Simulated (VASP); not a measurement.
# LiBr (Fm-3m) in VASP: a series of runs

The runs below take LiBr through relaxation of cell and atoms, single point, with PBEsol, LDA, r2SCAN, HSE06.

Everything below comes from runs of VASP 6.6.1. Logs are shortened: lines on timing, memory, paths and dates and some standing lists are left out, and cuts for length are marked.

**1. The cell of the first run**

Symmetry: Fm-3m, No. 225, cubic system. Conventional cell: a = 5.509 Å, b = 5.509 Å, c = 5.509 Å, α = 90.00°, β = 90.00°, γ = 90.00°. Within 3.6 Å of Li (site symmetry m-3m) lie 6 Br at 2.75 Å. Br (site symmetry m-3m) has 6 Li at 2.75 Å within 3.6 Å.

**2. Relaxation of cell and atoms, PBEsol**

INCAR reads:

```
SYSTEM = LiBr
PREC = Accurate
ENCUT = 750
EDIFF = 1E-7
ISMEAR = -1
SIGMA = 0.02
LREAL = .False.
LASPH = .True.
NELM = 120
ALGO = Normal
ISIF = 3
LWAVE = .False.
LCHARG = .False.
GGA = PS
IBRION = 2
NSW = 80
EDIFFG = -0.005
GGA_COMPAT = .False.
NELMIN = 4
```

KPOINTS reads:

```
regular mesh
0
Gamma
  8 8 8
  0 0 0
```

POSCAR reads:

```
LiBr
1.0
    0.0000000000      2.7544466701      2.7544466701
    2.7544466701      0.0000000000      2.7544466701
    2.7544466701      2.7544466701      0.0000000000
Li Br
1 1
Direct
    0.0000000000      0.0000000000      0.0000000000
    0.5000000000      0.5000000000      0.5000000000
```

Potentials or basis: VASP PAW PBE potentials, release 64 (Li_sv, Br).

Command:

```bash
> cat potpaw_PBE.64/Li_sv/POTCAR potpaw_PBE.64/Br/POTCAR > POTCAR
> mpirun -np 1 vasp_std > vasp.out
```

OUTCAR:

```text
SYSTEM = LiBr
   PREC = Accurate
   ENCUT = 750
   EDIFF = 1E-7
   ISMEAR = -1
   LREAL = .False.
   LASPH = .True.
   NELM = 120
   ISIF = 3
   GGA = PS
   IBRION = 2
   NSW = 80
   EDIFFG = -0.005
   NELMIN = 4

 ion  position               nearest neighbor table
   1  0.000  0.000  0.000-
   2  0.500  0.500  0.500-

  LATTYP: Found a face centered cubic cell.
 ALAT       =     5.5088933402

  Lattice vectors:

 A1 = (   0.0000000000,   2.7544466701,   2.7544466701)
 A2 = (   2.7544466701,   0.0000000000,   2.7544466701)
 A3 = (   2.7544466701,   2.7544466701,   0.0000000000)

Analysis of symmetry for initial positions (statically):
=====================================================================
 Subroutine PRICEL returns:
 Original cell was already a primitive cell.

 Routine SETGRP: Setting up the symmetry group for a
 face centered cubic supercell.

 Subroutine GETGRP returns: Found 48 space group operations
 (whereof 48 operations were pure point group operations)
 out of a pool of 48 trial point group operations.

The static configuration has the point symmetry O_h .

Analysis of symmetry for dynamics (positions and initial velocities):
=====================================================================
 Subroutine PRICEL returns:
 Original cell was already a primitive cell.

 Routine SETGRP: Setting up the symmetry group for a
 face centered cubic supercell.

 Subroutine GETGRP returns: Found 48 space group operations
 (whereof 48 operations were pure point group operations)
 out of a pool of 48 trial point group operations.

The dynamic configuration has the point symmetry O_h .

 Subroutine INISYM returns: Found 48 space group operations
 (whereof 48 operations are pure point group operations),
 and found     1 'primitive' translations

----------------------------------------------------------------------------------------

                                     Primitive cell

  volume of cell :      41.7958

  direct lattice vectors                    reciprocal lattice vectors
     0.000000000  2.754446670  2.754446670    -0.181524662  0.181524662  0.181524662
     2.754446670  0.000000000  2.754446670     0.181524662 -0.181524662  0.181524662
     2.754446670  2.754446670  0.000000000     0.181524662  0.181524662 -0.181524662

  length of vectors
     3.895375838  3.895375838  3.895375838     0.314409937  0.314409937  0.314409937

  position of ions in fractional coordinates (direct lattice)
     0.000000000  0.000000000  0.000000000
     0.500000000  0.500000000  0.500000000

  ion indices of the primitive-cell ions
   primitive index   ion index
                 1           1
                 2           2

----------------------------------------------------------------------------------------

 KPOINTS: regular mesh

Automatic generation of k-mesh.
 Grid dimensions read from file:
 generate k-points for:    8    8    8

 Generating k-lattice:

  Cartesian coordinates                     Fractional coordinates (reciprocal lattice)
    -0.022690583  0.022690583  0.022690583     0.125000000  0.000000000  0.000000000
     0.022690583 -0.022690583  0.022690583     0.000000000  0.125000000  0.000000000
     0.022690583  0.022690583 -0.022690583     0.000000000  0.000000000  0.125000000

  Length of vectors
     0.039301242  0.039301242  0.039301242

  Shift w.r.t. Gamma in fractional coordinates (k-lattice)
     0.000000000  0.000000000  0.000000000

 Subroutine IBZKPT returns following result:
 ===========================================

 Found     29 irreducible k-points:

 Following reciprocal coordinates:
            Coordinates               Weight
  0.000000  0.000000  0.000000      1.000000
  0.125000  0.000000  0.000000      8.000000
  0.250000  0.000000  0.000000      8.000000
  0.375000  0.000000  0.000000      8.000000
  0.500000  0.000000  0.000000      4.000000
  0.125000  0.125000  0.000000      6.000000
[... 16 lines left out ...]
  0.500000  0.250000  0.125000     48.000000
 -0.375000  0.250000  0.125000     24.000000
 [... further k-points ...]
   k-points           NKPTS =     29   k-points in BZ     NKDIM =     29   number of bands    NBANDS=      9
   number of dos      NEDOS =    301   number of ions     NIONS =      2
   total plane-waves  NPLWV =  46656
   dimension x,y,z NGX =    36 NGY =   36 NGZ =   36
   dimension x,y,z NGXF=    72 NGYF=   72 NGZF=   72
   ions per type =               1   1
   NGX,Y,Z   is equivalent  to a cutoff of  15.36, 15.36, 15.36 a.u.
   NGXF,Y,Z  is equivalent  to a cutoff of  30.73, 30.73, 30.73 a.u.
 SYSTEM =  LiBr
   PREC   = accura    normal or accurate (medium, high low for compatibility)
   ISTART =      0    job   : 0-new  1-cont  2-samecut
   ICHARG =      2    charge: 1-file 2-atom 10-const
   ISPIN  =      1    spin polarized calculation?
   LNONCOLLINEAR =      F non collinear calculations
   LSORBIT =      F    spin-orbit coupling
   LASPH  =      T    aspherical Exc in radial PAW
   ENCUT  =  750.0 eV  55.12 Ry    7.42 a.u.   8.70  8.70  8.70*2*pi/ulx,y,z
   NELM   =    120;   NELMIN=  4; NELMDL= -5     # of ELM steps
   EDIFF  = 0.1E-06   stopping-criterion for ELM
   LREAL  =      F    real-space projection
   EDIFFG = -.5E-02   stopping-criterion for IOM
   NSW    =     80    number of steps for IOM
   IBRION =      2    ionic relax: 0-MD 1-quasi-New 2-CG
   NFREE  =      1    steps in history (QN), initial steepest desc. (CG)
   ISIF   =      3    stress and relaxation
   ISYM   =      2    0-nonsym 1-usesym 2-fastsym
   POTIM  = 0.5000    time-step for ionic-motion
   TEBEG  =    0.0;   TEEND  =   0.0 temperature during run
   PSTRESS=    0.0 pullay stress
   NELECT =      10.0000    total number of electrons
   NUPDOWN=      -1.0000    fix difference up-down
   EMIN   =  10.00;   EMAX   =-10.00  energy-range for DOS
   EFERMI =   0.00;   METHOD = LEGACY
   ISMEAR =    -1;   SIGMA  =   0.02  broadening in eV -4-tet -1-fermi 0-gaus
   EFERMI_NEDOS =   21; number of points for ismear=-14 and -15
   IALGO  =     38    algorithm
   IMIX   =      4    mixing-type and parameters
     AMIX     =   0.40;   BMIX     =  1.00
     AMIX_MAG =   1.60;   BMIX_MAG =  1.00
  volume/ion in A,a.u.               =      20.90       141.03
  Fermi-wavevector in a.u.,A,eV,Ry     =   1.016320  1.920566 14.053543  1.032906
  Thomas-Fermi vector in A             =   2.149657
   LORBIT       =      0    0 simple, 1 ext, 2 COOP (PROOUT), +10 PAW based schemes
   GGA     = PS    functional components
   LHFCALC =     F    Hartree Fock is set to
   AEXX    =    0.0000 exact exchange contribution
   IVDW    =     0    specifies the selected vdW correction
   LEPSILON=     F    determine dielectric tensor
   LRPA    =     F    only Hartree local field effects (RPA)
 conjugate gradient relaxation of ions
 non-spin polarized calculation
  energy-cutoff  :      750.00
  volume of cell :       41.80
 maximum number of plane-waves:      1964
   NGX = 17   NGY = 17   NGZ = 17

--------------------------------------- Ionic step        1  -------------------------------------------

 number of electron      10.0000001 magnetization

 Free energy of the ion-electron system (eV)
  ---------------------------------------------------
  ext. energy  EPLUGINS =         0.00000000
  ---------------------------------------------------
  free energy    TOTEN  =        -6.92554077 eV

  energy without entropy =       -6.92554077  energy(sigma->0) =       -6.92554077

------------------------ aborting loop because EDIFF is reached ----------------------------------------

  FORCE on cell =-STRESS in cart. coord.  units (eV):
  Direction    XX          YY          ZZ          XY          YZ          ZX
  --------------------------------------------------------------------------------------
  -------------------------------------------------------------------------------------
  Total       -0.3671083     -0.3671083     -0.3671083     -0.0000000      0.0000000     -0.0000000
  in kB      -14.0725142    -14.0725142    -14.0725142     -0.0000000      0.0000000     -0.0000000
  external PRESSURE =     -14.0725142 kB  Pullay stress =       0.0000000 kB

 VOLUME and BASIS-vectors are now :
 -----------------------------------------------------------------------------
  energy-cutoff  :      750.00
  volume of cell :       41.80
      direct lattice vectors                 reciprocal lattice vectors
     0.000000000  2.754446670  2.754446670    -0.181524662  0.181524662  0.181524662
     2.754446670  0.000000000  2.754446670     0.181524662 -0.181524662  0.181524662
     2.754446670  2.754446670  0.000000000     0.181524662  0.181524662 -0.181524662
[... 73 lines left out ...]
 POSITION                                       TOTAL-FORCE (eV/Angst)
 -----------------------------------------------------------------------------------
      0.00000      0.00000      0.00000        -0.000000     -0.000000      0.000000
      2.70618      2.70618      2.70618         0.000000      0.000000     -0.000000
 -----------------------------------------------------------------------------------
    total drift:                                0.000000      0.000000      0.000000

  FREE ENERGIE OF THE ION-ELECTRON SYSTEM (eV)
  ---------------------------------------------------
  free  energy   TOTEN  =        -6.9357334633 eV

  energy  without entropy=       -6.9357334633  energy(sigma->0) =       -6.93573346

--------------------------------------- Ionic step        4  -------------------------------------------

 number of electron      10.0000001 magnetization

 Free energy of the ion-electron system (eV)
  ---------------------------------------------------
  ext. energy  EPLUGINS =         0.00000000
  ---------------------------------------------------
  free energy    TOTEN  =        -6.93574009 eV

  energy without entropy =       -6.93574009  energy(sigma->0) =       -6.93574009

 E-fermi :   1.0529     XC(G=0):  -8.7965

 val. band max:        0.5960601199   @ k =   0.0000   0.0000   0.0000
 cond. band min:       5.5858062958   @ k =   0.0000   0.0000   0.0000
 fundamental gap:      4.9897461759
 Fermi energy:         1.0528858343

 k-point     1 :       0.0000    0.0000    0.0000
  band No.  band energies     occupation
      1     -43.0056      2.00000
      2     -13.0413      2.00000
      3       0.5961      2.00000
      4       0.5961      2.00000
      5       0.5961      2.00000
      6       5.5858      0.00000
      7      11.0203      0.00000
      8      11.0203      0.00000
      9      11.0203      0.00000

 k-point     2 :       0.1250    0.0000    0.0000
  band No.  band energies     occupation
      1     -43.0054      2.00000
      2     -12.9694      2.00000
      3      -0.0478      2.00000
      4       0.5486      2.00000
      5       0.5486      2.00000
      6       6.1295      0.00000
      7      10.2839      0.00000
      8      10.8919      0.00000
      9      10.8919      0.00000
[... 253 lines left out ...]
 k-point    24 :      -0.3750    0.2500    0.1250
  band No.  band energies     occupation
      1     -43.0039      2.00000
      2     -12.3944      2.00000
      3      -2.2548      2.00000
      4      -0.8994      2.00000
      5      -0.0810      2.00000
      6       7.5903      0.00000
      7       8.4611      0.00000
      8       9.8410      0.00000
      9      11.4549      0.00000

 [... further k-points ...]
[... 5 lines left out ...]
  --------------------------------------------------------------------------------------
  -------------------------------------------------------------------------------------
  Total        0.0007370      0.0007370      0.0007370      0.0000000      0.0000000     -0.0000000
  in kB        0.0298346      0.0298346      0.0298346      0.0000000      0.0000000     -0.0000000
  external PRESSURE =       0.0298346 kB  Pullay stress =       0.0000000 kB

 VOLUME and BASIS-vectors are now :
 -----------------------------------------------------------------------------
  energy-cutoff  :      750.00
  volume of cell :       39.58
      direct lattice vectors                 reciprocal lattice vectors
    -0.000000000  2.704873697  2.704873697    -0.184851515  0.184851515  0.184851515
     2.704873697 -0.000000000  2.704873697     0.184851515 -0.184851515  0.184851515
     2.704873697  2.704873697 -0.000000000     0.184851515  0.184851515 -0.184851515

 POSITION                                       TOTAL-FORCE (eV/Angst)
 -----------------------------------------------------------------------------------
      0.00000      0.00000      0.00000         0.000000     -0.000000     -0.000000
      2.70487      2.70487      2.70487        -0.000000      0.000000      0.000000
 -----------------------------------------------------------------------------------
    total drift:                                0.000000      0.000000      0.000000

  FREE ENERGIE OF THE ION-ELECTRON SYSTEM (eV)
  ---------------------------------------------------
  free  energy   TOTEN  =        -6.9357400935 eV

  energy  without entropy=       -6.9357400935  energy(sigma->0) =       -6.93574009

 reached required accuracy - stopping structural energy minimisation
```

It took 94 s on 1 thread of Intel Xeon 8259CL, shared host; peak memory 0.22 GiB.

What came out:

```
Free energy                           : -6.9357 eV
Relaxed volume                        : 19.79 Å³/atom
Relaxed cell                          : a = 3.825 Å, b = 3.825 Å, c = 3.825 Å, α = 60.00°, β = 60.00°, γ = 60.00°
Space group after relaxing (to 0.1 Å) : Fm-3m (No. 225)
Energy gained by relaxing             : 5.1 meV/atom
Ionic steps                           : 4
Pressure after relaxing               : 0.0 GPa
Band gap on the k mesh                : 4.99 eV
```

The path:
```
step  energy change (eV)  largest force (eV/Å)  pressure (GPa)  volume (Å³)
   1              0.0000                0.0000           -1.41        41.80
   2             -0.0075                0.0000           -0.76        40.70
   3             -0.0102                0.0000           -0.04        39.64
   4             -0.0102                0.0000            0.00        39.58
```

Final structure:
```
Li Br
1.0
     0.00000    2.70487    2.70487
     2.70487    0.00000    2.70487
     2.70487    2.70487    0.00000
Li Br
1 1
Direct
  0.00000 0.00000 0.00000
  0.50000 0.50000 0.50000
```

Caveat: the PAW data sets were made with another functional, which shifts forces and pressure a little.

**3. Relaxation of cell and atoms, LDA**

INCAR reads:

```
PREC = Accurate ; ENCUT = 750
EDIFF = 1E-7 ; ISMEAR = -1
SIGMA = 0.02 ; LREAL = F
LASPH = T ; NELM = 120
ALGO = Normal ; ISIF = 3
LWAVE = F ; LCHARG = F
GGA = CA ; IBRION = 2
NSW = 80 ; EDIFFG = -0.005
GGA_COMPAT = F ; NELMIN = 4
```

KPOINTS reads:

```
regular mesh
0
Gamma
  8 8 8
```

POSCAR is that of step 2.

Potentials or basis: VASP PAW LDA potentials, release 64 (Li_sv, Br).

Command:

```bash
> cat potpaw_LDA.64/Li_sv/POTCAR potpaw_LDA.64/Br/POTCAR > POTCAR
> mpirun -np 1 vasp_std > vasp.out
```

OUTCAR:

```text
PREC = Accurate
   ENCUT = 750
   EDIFF = 1E-7
   ISMEAR = -1
   LREAL = F
   LASPH = T
   NELM = 120
   ISIF = 3
   GGA = CA
   IBRION = 2
   NSW = 80
   EDIFFG = -0.005
   NELMIN = 4

 ion  position               nearest neighbor table
   1  0.000  0.000  0.000-
   2  0.500  0.500  0.500-

  LATTYP: Found a face centered cubic cell.
 ALAT       =     5.5088933402

  Lattice vectors:

 A1 = (   0.0000000000,   2.7544466701,   2.7544466701)
 A2 = (   2.7544466701,   0.0000000000,   2.7544466701)
 A3 = (   2.7544466701,   2.7544466701,   0.0000000000)

Analysis of symmetry for initial positions (statically):
=====================================================================
 Subroutine PRICEL returns:
 Original cell was already a primitive cell.

[... 286 lines left out ...]

 E-fermi :   1.5600     XC(G=0):  -9.2294

 val. band max:        1.1013404538   @ k =   0.0000   0.0000   0.0000
 cond. band min:       6.2702685921   @ k =   0.0000   0.0000   0.0000
 fundamental gap:      5.1689281383
 Fermi energy:         1.5599834681

 k-point     1 :       0.0000    0.0000    0.0000
  band No.  band energies     occupation
      1     -42.1078      2.00000
      2     -12.7532      2.00000
      3       1.1013      2.00000
      4       1.1013      2.00000
      5       1.1013      2.00000
      6       6.2703      0.00000
      7      11.5354      0.00000
      8      11.5354      0.00000
      9      11.5354      0.00000
[... 265 lines left out ...]
 k-point    24 :      -0.3750    0.2500    0.1250
  band No.  band energies     occupation
      1     -42.1052      2.00000
      2     -12.0106      2.00000
      3      -2.0074      2.00000
      4      -0.5551      2.00000
      5       0.3535      2.00000
      6       8.0794      0.00000
      7       8.9389      0.00000
      8      10.3444      0.00000
      9      12.2413      0.00000

 [... further k-points ...]
[... 5 lines left out ...]
  --------------------------------------------------------------------------------------
  -------------------------------------------------------------------------------------
  Total        0.0044577      0.0044577      0.0044577      0.0000000     -0.0000000      0.0000000
  in kB        0.1908962      0.1908962      0.1908962      0.0000000     -0.0000000      0.0000000
  external PRESSURE =       0.1908962 kB  Pullay stress =       0.0000000 kB
[... 17 lines left out ...]
  FREE ENERGIE OF THE ION-ELECTRON SYSTEM (eV)
  ---------------------------------------------------
  free  energy   TOTEN  =        -7.3730586558 eV

  energy  without entropy=       -7.3730586558  energy(sigma->0) =       -7.37305866

 reached required accuracy - stopping structural energy minimisation
```

It took 71 s on 1 thread of Intel Xeon 8259CL, shared host; peak memory 0.18 GiB.

Results:

```yaml
Free_energy: -7.3731 eV
Relaxed_volume: 18.71 Å³/atom
Relaxed_cell: a = 3.754 Å, b = 3.754 Å, c = 3.754 Å, α = 60.00°, β = 60.00°, γ = 60.00°
Space_group_after_relaxing_to_0.1_Å: Fm-3m (No. 225)
Energy_gained_by_relaxing: 21.9 meV/atom
Ionic_steps: 4
Pressure_after_relaxing: 0.0 GPa
Band_gap_on_the_k_mesh: 5.17 eV
```

Step by step:
```csv
step,energy change (eV),largest force (eV/Å),pressure (GPa),volume (Å³)
1,0.0000,0.0000,-2.91,41.80
2,-0.0324,0.0000,-1.64,39.54
3,-0.0436,0.0000,-0.17,37.62
4,-0.0437,0.0000,0.02,37.41
```

Final structure:
```xyz
2
Lattice="0.0000 2.6546 2.6546 2.6546 0.0000 2.6546 2.6546 2.6546 0.0000" Properties=species:S:1:pos:R:3 pbc="T T T"
Li    2.6546    2.6546    5.3092
Br    2.6546    2.6546    2.6546
```

A k mesh can miss the band edges.

[end of part 1 of 2]
